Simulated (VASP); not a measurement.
NaMg2Si2:

```xyz
5
Lattice="2.4572 -3.8653 0.0000 2.4572 3.8653 0.0000 0.0000 0.0000 4.5683" Properties=species:S:1:pos:R:3 pbc="T T T"
Na    2.4572    0.0000    2.2842
Mg    2.4572   -1.8656    0.0000
Mg    2.4572    1.8656    0.0000
Si    2.4572    0.0000    0.0000
Si    0.0000    0.0000    0.0000
```

The cell was built from a structure type or drawn by symmetry, and may not be a known phase.

- Program: VASP 6.6.1
- Task: relaxation of cell and atoms
- Functional: PBE
- Potentials or basis: VASP PAW PBE potentials, release 64 (Na_pv, Mg, Si)
- Cutoff: 600 eV
- k mesh: 4 × 4 × 4
- Occupations: gaussian, width 0.1 eV
- Spin: no spin polarisation

At the start: pressure 62.1 GPa; volume 17.36 Å³/atom.

Question: Where does the relaxation end?

Answer: Over 16 steps the energy falls by 2192.4 meV/atom and the volume is 33.69 Å³/atom (+94.1 %); space group Cmmm (No. 65, to 0.1 Å) before and after.

The path:
```
step  energy change (eV)  largest force (eV/Å)  pressure (GPa)  volume (Å³)
   1              0.0000                4.4946           62.13        86.78
   2             -9.5817                0.6184           -1.58       188.50
   3            -10.2553                0.2852            5.45       133.71
   4            -10.3039                0.1695            1.20       151.73
   5            -10.3542                0.0307            2.88       143.10
   6            -10.3511                0.0627            3.18       141.85
   7            -10.7344                0.1761            1.09       153.50
   8            -10.8656                0.2638           -0.03       164.09
   9            -10.8872                0.3279           -0.41       169.38
  10            -10.8890                0.3582           -0.56       171.72
  11            -10.9159                0.3849           -0.08       168.95
  12            -10.9227                0.3927            0.39       166.73
  13            -10.9415                0.2671            0.35       166.70
  14            -10.9568                0.0010            0.36       166.64
  15            -10.9617                0.0033           -0.14       168.87
  16            -10.9619                0.0029           -0.04       168.46
```

Final structure:
```
CELL_PARAMETERS angstrom
2.75035 -5.27791 0.00000
2.75035 5.27791 0.00000
0.00000 0.00000 5.80260
ATOMIC_POSITIONS crystal
Na 0.50000 0.50000 0.50000
Mg 0.75055 0.24945 0.00000
Mg 0.24945 0.75055 0.00000
Si 0.50000 0.50000 0.00000
Si 0.00000 0.00000 0.00000
```

Caveat: the k points lie up to 0.32 Å⁻¹ apart in the final cell, too coarse for converged energies and pressures of a metal; the volume moved by over 15 % at a fixed basis, so the end points are rough.
